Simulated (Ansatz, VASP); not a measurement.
# Two plane-wave programs on BaTiO3

POSCAR

```
BaTiO3
1.0
    3.9940458948      0.0000000000      0.0000000000
    0.0000000000      3.9940458948      0.0000000000
    0.0000000000      0.0000000000      3.9940458948
Ba Ti O
1 1 3
Direct
    0.5000000000      0.5000000000      0.5000000000
    0.0000000000      0.0000000000      0.0000000000
    0.5000000000      0.0000000000      0.0000000000
    0.0000000000      0.5000000000      0.0000000000
    0.0000000000      0.0000000000      0.5000000000
```

File INCAR.step1:

```
PREC     = Accurate       # precision mode
ENCUT    = 1480           # plane-wave cutoff, eV
ISMEAR   = 0              # smearing method
SIGMA    = 0.05           # smearing width, eV
LREAL    = False          # projectors in reciprocal space
LASPH    = True           # aspherical terms in the spheres
NELM     = 120            # most SCF steps
NBANDS   = 28             # bands
GGA      = PE             # functional
ALGO     = Normal         # electronic algorithm
EDIFF    = 1E-5           # SCF threshold, eV
LWAVE    = True           # write WAVECAR
LCHARG   = False          # write CHGCAR
GGA_COMPAT= False
```

INCAR.step2

```
PREC     = Accurate       # precision mode
ENCUT    = 1480           # plane-wave cutoff, eV
EDIFF    = 1E-6           # SCF threshold, eV
ISMEAR   = 0              # smearing method
SIGMA    = 0.05           # smearing width, eV
LREAL    = False          # projectors in reciprocal space
LASPH    = True           # aspherical terms in the spheres
NELM     = 120            # most SCF steps
ALGO     = Normal         # electronic algorithm
ISIF     = 2              # what is computed and relaxed
LWAVE    = False          # write WAVECAR
LCHARG   = False          # write CHGCAR
METAGGA  = R2SCAN         # meta-GGA
LMIXTAU  = True         
NBANDS   = 28             # bands
ISTART   = 1            
GGA_COMPAT= False
```

File KPOINTS:

```
Automatic mesh
0
Gamma
  6 6 6
```

Input for Ansatz:

```yaml
crystal:
  lattice:
    - [3.9940458948, 0.0, 0.0]
    - [0.0, 3.9940458948, 0.0]
    - [0.0, 0.0, 3.9940458948]
  atoms:
    - { symbol: Ba, position: [0.5, 0.5, 0.5] }
    - { symbol: Ti, position: [0.0, 0.0, 0.0] }
    - { symbol: O, position: [0.5, 0.0, 0.0] }
    - { symbol: O, position: [0.0, 0.5, 0.0] }
    - { symbol: O, position: [0.0, 0.0, 0.5] }
basis:
  ecutwfc: 500
  ecutrho_ratio: 4
kpoints:
  mp_grid: { grid: [6, 6, 6] }
  band_path:
    path:
      - [[0.0, 0.0, 0.0], [0.0, 0.5, 0.0], [0.5, 0.5, 0.0], [0.0, 0.0, 0.0], [0.5, 0.5, 0.5], [0.0, 0.5, 0.0]]
      - [[0.5, 0.5, 0.5], [0.5, 0.5, 0.0]]
    npoints: 14
hamiltonian:
  xc: r2scan
scf:
  occupations: { method: gaussian, width: 0.05 }
  n_extra_bands: 17
output:
  forces: true
  stress: true
  eigenvalues: true
  populations: true
  dos: { projected: true, de: 0.02, nscf_kmesh: { grid: [9, 9, 9] } }
  bader: true
```

Alike in both runs: task single point; functional r2SCAN; k mesh 6 × 6 × 6; occupations gaussian, width 0.05 eV; no spin polarisation.

|  | VASP | Ansatz |
| --- | --- | --- |
| version | VASP 6.6.1 | Ansatz 0.2.0 |
| potentials or method | VASP PAW PBE potentials, release 64 (Ba_sv, Ti_sv, O_h), cutoff 1480 eV | scalar-relativistic, plane waves, PAW |
| valence electrons in the cell | 40 | 40 |

VASP gave:

* gap on the k mesh at the Fermi level (eV): 2.16
* least direct gap on the mesh (eV): 2.30
* pressure (GPa): 1.9

Q: Which values does Ansatz return?

A: gap on the k mesh at the Fermi level (eV): 2.17; least direct gap on the mesh (eV): 2.28; pressure (GPa): 0.0.

VASP's potentials were made for PBE, not for r2SCAN.

Neither program's run includes spin-orbit coupling.
